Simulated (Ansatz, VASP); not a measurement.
## LiF in VASP and in Ansatz

```xyz
4
Lattice="2.9984 0.0000 0.0000 -1.4992 2.5967 0.0000 0.0000 0.0000 4.7579" Properties=species:S:1:pos:R:3 pbc="T T T"
Li    0.0000    1.7311    1.7379
Li    1.4992    0.8656    4.1168
F     0.0000    1.7311    4.7152
F     1.4992    0.8656    2.3362
```

Alike in both runs: task single point; functional LDA; k mesh 9 × 9 × 6; occupations gaussian, width 0.05 eV; no spin polarisation.

```csv
,VASP,Ansatz
version,VASP 6.6.1,Ansatz 0.2.0
potentials or method,"VASP PAW LDA potentials, release 64 (Li_sv, F), cutoff 520 eV","scalar-relativistic, plane waves, PAW"
valence electrons in the cell,20,20
```

|  | VASP | Ansatz | Ansatz less VASP |
| --- | --- | --- | --- |
| gap on the k mesh at the Fermi level (eV) | 7.96 | 7.98 | +0.015 |
| least direct gap on the mesh (eV) | 7.96 | 7.98 | +0.015 |
| rms of the force components (eV/Å) | 0.125 | 0.123 | -0.0015 |

LDA's correlation is that of Perdew and Zunger in VASP and of Perdew and Wang (1992) in Ansatz. Atom by atom the forces differ by 0.002 eV/Å (rms over components).

Noted on VASP's run: the cutoff is under 1.25 times that of the potentials, so the pressure is a little rough.
